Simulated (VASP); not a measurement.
# KBr in VASP: notebook, part 2 of 2

VASP 6.6.1.

### 4 Single point, r2SCAN (uniaxial x strain -0.5%)

POSCAR

```
KBr
1.0
    0.0000000000      3.3022478341      3.3022478341
    3.2857365950      0.0000000000      3.3022478341
    3.2857365950      3.3022478341      0.0000000000
K Br
1 1
Direct
    0.0000000000      0.0000000000      0.0000000000
    0.5000000000      0.5000000000      0.5000000000
```

INCAR.step1

```
SYSTEM = KBr
PREC = Accurate
ENCUT = 520
ISMEAR = 0
SIGMA = 0.01
LREAL = .False.
LASPH = .True.
NELM = 60
NBANDS = 15
GGA = PE
ALGO = Normal
EDIFF = 1E-4
LWAVE = .True.
LCHARG = .False.
```

INCAR.step2

```
SYSTEM = KBr
PREC = Accurate
ENCUT = 520
EDIFF = 1E-6
ISMEAR = 0
SIGMA = 0.01
LREAL = .False.
LASPH = .True.
NELM = 60
ALGO = Normal
ISIF = 2
LWAVE = .False.
LCHARG = .True.
METAGGA = R2SCAN
LMIXTAU = .True.
LELF = .True.
LVHAR = .True.
NBANDS = 15
ISTART = 1
```

KPOINTS

```
Automatic mesh
0
Gamma
  6 6 6
  0 0 0
```

On the command line:

```bash
$ cat potpaw_PBE.64/K_sv/POTCAR potpaw_PBE.64/Br/POTCAR > POTCAR
$ cp INCAR.step1 INCAR
$ mpirun -np 1 vasp_std > vasp.out
$ cp INCAR.step2 INCAR
$ mpirun -np 1 vasp_std > vasp.out
```

Run time: 74 s. Hardware: 1 thread of Intel Xeon 6975P-C (Granite Rapids), shared host; peak memory 0.22 GiB.

Results (log left out):

| Item | Value |
| --- | --- |
| Free energy | -23.2483 eV |
| Pressure | 0.1 GPa |
| Band gap on the k mesh | 5.09 eV |

Stress tensor (GPa, compression positive):
```
0.23 0.00 0.00
0.00 0.05 0.00
0.00 0.00 0.05
```

Levels at points of the mesh, in eV from the valence-band top:
```csv
k point,band 5,band 6,band 7,band 8,band 9,band 10,band 11,band 12
"(0.00, 0.00, 0.00)",-11.58,0.00,0.00,0.00,5.09,8.22,8.22,8.26
"(0.50, 0.00, 0.00)",-11.33,-1.17,-0.33,-0.33,7.14,8.88,10.54,10.54
"(0.50, 0.50, 0.00)",-11.62,-0.83,-0.29,-0.29,6.36,8.04,10.14,10.21
"(0.00, 0.50, 0.50)",-11.62,-0.82,-0.30,-0.30,6.35,8.04,10.17,10.22
```

Caveat: the cell differs from its parent crystal (uniaxial x strain -0.5%); the PAW data sets were made with another functional, which shifts forces and pressure a little.

### 5 Single point, r2SCAN (epitaxial xy strain +0.5%)

POSCAR

```
KBr
1.0
    0.0000000000      3.3187590733      3.3011016647
    3.3187590733      0.0000000000      3.3011016647
    3.3187590733      3.3187590733      0.0000000000
K Br
1 1
Direct
    0.0000000000      0.0000000000      0.0000000000
    0.5000000000      0.5000000000      0.5000000000
```

INCAR.step1

```
PREC     = Accurate       # precision mode
ENCUT    = 520            # plane-wave cutoff, eV
ISMEAR   = 0              # smearing method
SIGMA    = 0.01           # smearing width, eV
LREAL    = F              # projectors in reciprocal space
LASPH    = T              # aspherical terms in the spheres
NELM     = 60             # most SCF steps
NBANDS   = 15             # bands
GGA      = PE             # functional
ALGO     = Normal         # electronic algorithm
EDIFF    = 1E-4           # SCF threshold, eV
LWAVE    = T              # write WAVECAR
LCHARG   = F              # write CHGCAR
```

INCAR.step2

```
PREC     = Accurate       # precision mode
ENCUT    = 520            # plane-wave cutoff, eV
EDIFF    = 1E-6           # SCF threshold, eV
ISMEAR   = 0              # smearing method
SIGMA    = 0.01           # smearing width, eV
LREAL    = F              # projectors in reciprocal space
LASPH    = T              # aspherical terms in the spheres
NELM     = 60             # most SCF steps
ALGO     = Normal         # electronic algorithm
ISIF     = 2              # what is computed and relaxed
LWAVE    = F              # write WAVECAR
LCHARG   = F              # write CHGCAR
METAGGA  = R2SCAN         # meta-GGA
LMIXTAU  = T            
NBANDS   = 15             # bands
ISTART   = 1
```

KPOINTS

```
regular mesh
0
Gamma
  6 6 6
```

On the command line:

```bash
$ cat potpaw_PBE.64/K_sv/POTCAR potpaw_PBE.64/Br/POTCAR > POTCAR
$ cp INCAR.step1 INCAR
$ mpirun -np 1 vasp_std > vasp.out
$ cp INCAR.step2 INCAR
$ mpirun -np 1 vasp_std > vasp.out
```

Wall time 62 s (1 thread of Intel Xeon 6975P-C (Granite Rapids), shared host); peak memory 0.22 GiB.

The run converged. Its results:

| Quantity | Value |
| --- | --- |
| Free energy | -23.2484 eV |
| Pressure | -0.1 GPa |
| Band gap on the k mesh | 5.04 eV |

Stress tensor (GPa, compression positive):
```
-0.18  0.00  0.00
 0.00 -0.18  0.00
 0.00  0.00  0.00
```

Levels at points of the mesh, in eV from the valence-band top:
```csv
k point,band 6,band 7,band 8,band 9,band 10,band 11
"(0.00, 0.00, 0.00)",0.00,0.00,0.00,5.04,8.22,8.22
"(0.50, 0.00, 0.00)",-1.14,-0.32,-0.32,7.11,8.83,10.50
"(0.50, 0.50, 0.00)",-0.81,-0.29,-0.29,6.37,7.99,10.09
"(0.50, 0.00, 0.50)",-0.82,-0.28,-0.28,6.37,7.98,10.06
```

Caveat: the cell differs from its parent crystal (epitaxial xy strain +0.5%); the PAW data sets were made with another functional, which shifts forces and pressure a little.

### 6 Single point, r2SCAN (strain along [111] +0.5%)

POSCAR

```
KBr
1.0
    0.0110074928      3.3132553269      3.3132553269
    3.3132553269      0.0110074928      3.3132553269
    3.3132553269      3.3132553269      0.0110074928
K Br
1 1
Direct
    0.0000000000      0.0000000000      0.0000000000
    0.5000000000      0.5000000000      0.5000000000
```

INCAR.step1

```
  PREC = Accurate
  ENCUT = 520
  ISMEAR = 0
  SIGMA = 0.01
  LREAL = F
  LASPH = T
  NELM = 80
  NBANDS = 15
  GGA = PE
  ALGO = Normal
  EDIFF = 1E-4
  LWAVE = T
  LCHARG = F
```

INCAR.step2

```
  PREC = Accurate
  ENCUT = 520
  EDIFF = 1E-6
  ISMEAR = 0
  SIGMA = 0.01
  LREAL = F
  LASPH = T
  NELM = 80
  ALGO = Normal
  ISIF = 2
  LWAVE = F
  LCHARG = T
  METAGGA = R2SCAN
  LMIXTAU = T
  LELF = T
  LVHAR = T
  NBANDS = 15
  ISTART = 1
```

KPOINTS is that of step 5.

Potentials or basis: VASP PAW PBE potentials, release 64 (K_sv, Br).

On the command line:

```bash
$ cat potpaw_PBE.64/K_sv/POTCAR potpaw_PBE.64/Br/POTCAR > POTCAR
$ cp INCAR.step1 INCAR
$ mpirun -np 1 vasp_std > vasp.out
$ cp INCAR.step2 INCAR
$ mpirun -np 1 vasp_std > vasp.out
```

OUTCAR:

```text
PREC = Accurate
   ENCUT = 520
   EDIFF = 1E-6
   ISMEAR = 0
   LREAL = F
   LASPH = T
   NELM = 80
   ISIF = 2
   METAGGA = R2SCAN
   ISTART = 1

 ion  position               nearest neighbor table
   1  0.000  0.000  0.000-
   2  0.500  0.500  0.500-

  LATTYP: Found a trigonal (rhomboedric) cell.
 ALAT       =     4.6856635482
 COS(alpha) =     0.5033194815

  Lattice vectors:

 A1 = (   0.0110074928,   3.3132553269,   3.3132553269)
 A2 = (   3.3132553269,   0.0110074928,   3.3132553269)
 A3 = (   3.3132553269,   3.3132553269,   0.0110074928)

Analysis of symmetry for initial positions (statically):
=====================================================================
 Subroutine PRICEL returns:
 Original cell was already a primitive cell.

 Routine SETGRP: Setting up the symmetry group for a
 trigonal (rhombohedral) supercell.

 Subroutine GETGRP returns: Found 12 space group operations
 (whereof 12 operations were pure point group operations)
 out of a pool of 12 trial point group operations.

The static configuration has the point symmetry D_3d.

Analysis of symmetry for dynamics (positions and initial velocities):
=====================================================================
 Subroutine PRICEL returns:
 Original cell was already a primitive cell.

 Routine SETGRP: Setting up the symmetry group for a
 trigonal (rhombohedral) supercell.

 Subroutine GETGRP returns: Found 12 space group operations
 (whereof 12 operations were pure point group operations)
 out of a pool of 12 trial point group operations.

The dynamic configuration has the point symmetry D_3d.

 Subroutine INISYM returns: Found 12 space group operations
 (whereof 12 operations are pure point group operations),
 and found     1 'primitive' translations

----------------------------------------------------------------------------------------

                                     Primitive cell

  volume of cell :      72.3811

  direct lattice vectors                    reciprocal lattice vectors
     0.011007493  3.313255327  3.313255327    -0.151663113  0.151160918  0.151160918
     3.313255327  0.011007493  3.313255327     0.151160918 -0.151663113  0.151160918
     3.313255327  3.313255327  0.011007493     0.151160918  0.151160918 -0.151663113

  length of vectors
     4.685663548  4.685663548  4.685663548     0.262108653  0.262108653  0.262108653

  position of ions in fractional coordinates (direct lattice)
     0.000000000  0.000000000  0.000000000
     0.500000000  0.500000000  0.500000000

  ion indices of the primitive-cell ions
   primitive index   ion index
                 1           1
                 2           2

----------------------------------------------------------------------------------------

 KPOINTS: regular mesh

Automatic generation of k-mesh.
 Grid dimensions read from file:
 generate k-points for:    6    6    6

 Generating k-lattice:

[... 21 lines left out ...]
  0.500000  0.000000  0.000000      3.000000
  0.166667  0.166667 -0.000000      6.000000
  0.333333  0.166667  0.000000     12.000000
[... 16 lines left out ...]
  0.500000  0.500000  0.166667      6.000000
 -0.333333  0.500000  0.166667     12.000000
 [... further k-points ...]
   k-points           NKPTS =     32   k-points in BZ     NKDIM =     32   number of bands    NBANDS=     15
   number of dos      NEDOS =    301   number of ions     NIONS =      2
   total plane-waves  NPLWV =  46656
   dimension x,y,z NGX =    36 NGY =   36 NGZ =   36
   dimension x,y,z NGXF=    72 NGYF=   72 NGZF=   72
   ions per type =               1   1
   NGX,Y,Z   is equivalent  to a cutoff of  12.77, 12.77, 12.77 a.u.
   NGXF,Y,Z  is equivalent  to a cutoff of  25.55, 25.55, 25.55 a.u.
 SYSTEM =  unknown system
   PREC   = accura    normal or accurate (medium, high low for compatibility)
   ISTART =      1    job   : 0-new  1-cont  2-samecut
   ICHARG =      0    charge: 1-file 2-atom 10-const
   ISPIN  =      1    spin polarized calculation?
   LNONCOLLINEAR =      F non collinear calculations
   LSORBIT =      F    spin-orbit coupling
   LASPH  =      T    aspherical Exc in radial PAW
   ENCUT  =  520.0 eV  38.22 Ry    6.18 a.u.   8.71  8.71  8.71*2*pi/ulx,y,z
   NELM   =     80;   NELMIN=  2; NELMDL=  0     # of ELM steps
   EDIFF  = 0.1E-05   stopping-criterion for ELM
   LREAL  =      F    real-space projection
   EDIFFG = 0.1E-04   stopping-criterion for IOM
   NSW    =      0    number of steps for IOM
   IBRION =     -1    ionic relax: 0-MD 1-quasi-New 2-CG
   NFREE  =      0    steps in history (QN), initial steepest desc. (CG)
   ISIF   =      2    stress and relaxation
   ISYM   =      2    0-nonsym 1-usesym 2-fastsym
   POTIM  = 0.5000    time-step for ionic-motion
   TEBEG  =    0.0;   TEEND  =   0.0 temperature during run
   PSTRESS=    0.0 pullay stress
   NELECT =      16.0000    total number of electrons
   NUPDOWN=      -1.0000    fix difference up-down
   EMIN   =  10.00;   EMAX   =-10.00  energy-range for DOS
   EFERMI =   0.00;   METHOD = LEGACY
   ISMEAR =     0;   SIGMA  =   0.01  broadening in eV -4-tet -1-fermi 0-gaus
   EFERMI_NEDOS =   21; number of points for ismear=-14 and -15
   IALGO  =     38    algorithm
   IMIX   =      4    mixing-type and parameters
     AMIX     =   0.40;   BMIX     =  1.00
     AMIX_MAG =   1.60;   BMIX_MAG =  1.00
  volume/ion in A,a.u.               =      36.19       244.23
  Fermi-wavevector in a.u.,A,eV,Ry     =   0.989859  1.870561 13.331260  0.979820
  Thomas-Fermi vector in A             =   2.121487
   LORBIT       =      0    0 simple, 1 ext, 2 COOP (PROOUT), +10 PAW based schemes
   METAGGA = R2SCAN    functional components
   LHFCALC =     F    Hartree Fock is set to
   AEXX    =    0.0000 exact exchange contribution
   IVDW    =     0    specifies the selected vdW correction
   LEPSILON=     F    determine dielectric tensor
   LRPA    =     F    only Hartree local field effects (RPA)
 non-spin polarized calculation
 Gauss-broadening in eV      SIGMA  =   0.01
  energy-cutoff  :      520.00
  volume of cell :       72.38
 maximum number of plane-waves:      1965
   NGX = 17   NGY = 17   NGZ = 17

 number of electron      15.9999997 magnetization

 Free energy of the ion-electron system (eV)
  ---------------------------------------------------
  ext. energy  EPLUGINS =         0.00000000
  ---------------------------------------------------
  free energy    TOTEN  =       -23.24864812 eV

  energy without entropy =      -23.24864812  energy(sigma->0) =      -23.24864812

 E-fermi :  -2.0505     XC(G=0):  -7.7185

 val. band max:       -2.1724178852   @ k =   0.0000   0.0000   0.0000
 cond. band min:       2.8831811131   @ k =   0.0000   0.0000   0.0000
 fundamental gap:      5.0555989983
 Fermi energy:        -2.0504929489

 k-point     1 :       0.0000    0.0000    0.0000
  band No.  band energies     occupation
      1     -31.0741      2.00000
      2     -14.8956      2.00000
      3     -13.7797      2.00000
      4     -13.7797      2.00000
      5     -13.7790      2.00000
      6      -2.1837      2.00000
      7      -2.1724      2.00000
      8      -2.1724      2.00000
      9       2.8832      0.00000
     10       6.0317      0.00000
     11       6.0728      0.00000
     12       6.0728      0.00000
     13       7.0354      0.00000
     14       7.0354      0.00000
[... 401 lines left out ...]
      2     -14.8661      2.00000
      3     -13.8520      2.00000
      4     -13.8262      2.00000
      5     -13.7161      2.00000
      6      -2.8847      2.00000
      7      -2.6406      2.00000
      8      -2.6230      2.00000
      9       4.9383      0.00000
     10       6.5675      0.00000
     11       6.6857      0.00000
     12       7.9007      0.00000
     13       8.6630      0.00000
     14       9.3883      0.00000
     15       9.9058      0.00000

 [... further k-points ...]

------------------------ aborting loop because EDIFF is reached ----------------------------------------

  FORCE on cell =-STRESS in cart. coord.  units (eV):
  Direction    XX          YY          ZZ          XY          YZ          ZX
  --------------------------------------------------------------------------------------
  -------------------------------------------------------------------------------------
  Total       -0.0227781     -0.0227781     -0.0227781     -0.0079697     -0.0079697     -0.0079697
  in kB       -0.5042011     -0.5042011     -0.5042011     -0.1764120     -0.1764120     -0.1764120
  external PRESSURE =      -0.5042011 kB  Pullay stress =       0.0000000 kB

 VOLUME and BASIS-vectors are now :
 -----------------------------------------------------------------------------
  energy-cutoff  :      520.00
  volume of cell :       72.38
      direct lattice vectors                 reciprocal lattice vectors
     0.011007493  3.313255327  3.313255327    -0.151663113  0.151160918  0.151160918
     3.313255327  0.011007493  3.313255327     0.151160918 -0.151663113  0.151160918
     3.313255327  3.313255327  0.011007493     0.151160918  0.151160918 -0.151663113

 POSITION                                       TOTAL-FORCE (eV/Angst)
 -----------------------------------------------------------------------------------
      0.00000      0.00000      0.00000         0.000000     -0.000000     -0.000000
      3.31876      3.31876      3.31876        -0.000000      0.000000      0.000000
 -----------------------------------------------------------------------------------
    total drift:                                0.000000      0.000000      0.000000

  FREE ENERGIE OF THE ION-ELECTRON SYSTEM (eV)
  ---------------------------------------------------
  free  energy   TOTEN  =       -23.2486481198 eV

  energy  without entropy=      -23.2486481198  energy(sigma->0) =      -23.24864812
```

OSZICAR.step1:

```text
N       E                     dE             d eps       ncg     rms          rms(c)
DAV:   1     0.980185761497E+02    0.98019E+02   -0.69577E+03   960   0.937E+02
DAV:   2    -0.180696167157E+00   -0.98199E+02   -0.91055E+02  1234   0.228E+02
DAV:   3    -0.613897531168E+01   -0.59583E+01   -0.59248E+01  1332   0.493E+01
DAV:   4    -0.638952908075E+01   -0.25055E+00   -0.25052E+00  1450   0.856E+00
DAV:   5    -0.639158190068E+01   -0.20528E-02   -0.20528E-02  1353   0.875E-01    0.307E+00
DAV:   6    -0.621846574070E+01    0.17312E+00   -0.21985E-01  1240   0.224E+00    0.224E+00
DAV:   7    -0.620710451546E+01    0.11361E-01   -0.10833E-01  1303   0.176E+00    0.102E+00
DAV:   8    -0.621616475051E+01   -0.90602E-02   -0.12141E-02  1076   0.794E-01    0.112E-01
DAV:   9    -0.621699706069E+01   -0.83231E-03   -0.88361E-04  1303   0.182E-01    0.788E-02
DAV:  10    -0.621727056923E+01   -0.27351E-03   -0.27622E-04  1029   0.957E-02    0.117E-02
DAV:  11    -0.621728752352E+01   -0.16954E-04   -0.22780E-05   970   0.299E-02
   1 F= -.62172875E+01 E0= -.62172875E+01  d E =-.838649E-38
```

It took 59 s on 1 thread of Intel Xeon 6975P-C (Granite Rapids), shared host; peak memory 0.22 GiB.

Results:

* Free energy: -23.2486 eV
* Pressure: -0.1 GPa
* Band gap on the k mesh: 5.06 eV

Caveat: the cell differs from its parent crystal (strain along [111] +0.5%); the PAW data sets were made with another functional, which shifts forces and pressure a little.

### 7 Summary

```csv
level,cell,smearing,gap on the mesh (eV),pressure (GPa)
PBE,"a = 4.686 Å, angles 59.8°, 2 atoms",fermi-dirac 0.02 eV,4.41,0.6
PBE,"a = 4.670, b = 4.670, c = 4.740 Å, angles 59.5, 59.5, 59.0°, 2 atoms",fermi-dirac 0.02 eV,4.39,0.7
r2SCAN,"a = 4.670, b = 4.658, c = 4.658 Å, angles 60.2, 59.9, 59.9°, 2 atoms",gaussian 0.01 eV,5.09,0.1
r2SCAN,"a = 4.681, b = 4.681, c = 4.693 Å, angles 59.9, 59.9, 60.2°, 2 atoms",gaussian 0.01 eV,5.04,-0.1
r2SCAN,"a = 4.686 Å, angles 59.8°, 2 atoms",gaussian 0.01 eV,5.06,-0.1
```

Alike in all rows: task single point; potentials or basis VASP PAW PBE potentials, release 64 (K_sv, Br); no spin polarisation; k mesh 6 × 6 × 6; cutoff (eV) 520.

Caveats: the PAW data sets were made with another functional, which shifts forces and pressure a little (at least some runs).

Total energies depend on the potentials used, so only differences within one code and one set of settings carry meaning.
